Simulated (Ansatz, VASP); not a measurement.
One calculation of Al3BiO, two programs

INCAR

```
SYSTEM = Al3BiO
PREC = Accurate ; ENCUT = 520
EDIFF = 1E-7 ; ISMEAR = 0
SIGMA = 0.1 ; LREAL = .FALSE.
LASPH = .TRUE. ; NELM = 60
ALGO = Normal ; ISIF = 2
LWAVE = .FALSE. ; LCHARG = .FALSE.
GGA = PE ; NBANDS = 23
```

Contents of KPOINTS:

```
regular mesh
0
G
  4 4 4
  0 0 0
```

The input POSCAR:

```
Al3BiO
1.0
    4.5251281500      0.0000000000      0.0000000000
    0.0000000000      4.5251281500      0.0000000000
    0.0000000000      0.0000000000      4.5254413100
Al Bi O
3 1 1
Direct
    0.0000000000      0.5000000000      0.5136640100
    0.0000000000      0.0000000000      0.0140310000
    0.5000000000      0.0000000000      0.5136640100
    0.0000000000      0.0000000000      0.5146020100
    0.5000000000      0.5000000000      0.0057300000
```

Input for Ansatz:

```yaml
crystal:
  lattice:
    - [4.52512815, 0.0, 0.0]
    - [0.0, 4.52512815, 0.0]
    - [0.0, 0.0, 4.52544131]
  atoms:
    - { symbol: Al, position: [0.0, 0.5, 0.51366401] }
    - { symbol: Al, position: [0.0, 0.0, 0.014031] }
    - { symbol: Al, position: [0.5, 0.0, 0.51366401] }
    - { symbol: Bi, position: [0.0, 0.0, 0.51460201] }
    - { symbol: O, position: [0.5, 0.5, 0.00573] }
basis:
  ecutwfc: 420
kpoints:
  mp_grid: { grid: [4, 4, 4] }
hamiltonian:
  xc: pbe
scf:
  occupations: { method: gaussian, width: 0.1 }
  lower_state_search: "off"
output:
  forces: true
  stress: true
  eigenvalues: true
```

Change from the starting cell: species swapped into the CsInBr3 type (P4mm, No. 99).

Alike in both runs: task single point; functional PBE; k mesh 4 × 4 × 4; occupations gaussian, width 0.1 eV; no spin polarisation.

|  | VASP | Ansatz |
| --- | --- | --- |
| version | VASP 6.6.1 | Ansatz 0.2.0 |
| potentials or method | VASP PAW PBE potentials, release 64 (Al, Bi_d, O), cutoff 520 eV | scalar-relativistic, plane waves, PAW |
| valence electrons in the cell | 30 | 30 |

```csv
,VASP,Ansatz,Ansatz less VASP
gap on the k mesh at the Fermi level (eV),none,none,-
rms of the force components (eV/Å),0.039,0.039,+0.0001
```

Atom by atom the forces differ by 0.000 eV/Å (rms over components). A gap of «none» marks a metal or a gap that the smearing closes. With one functional, cell and mesh, what is left measures potentials, basis and numerics.

Neither program's run includes spin-orbit coupling.
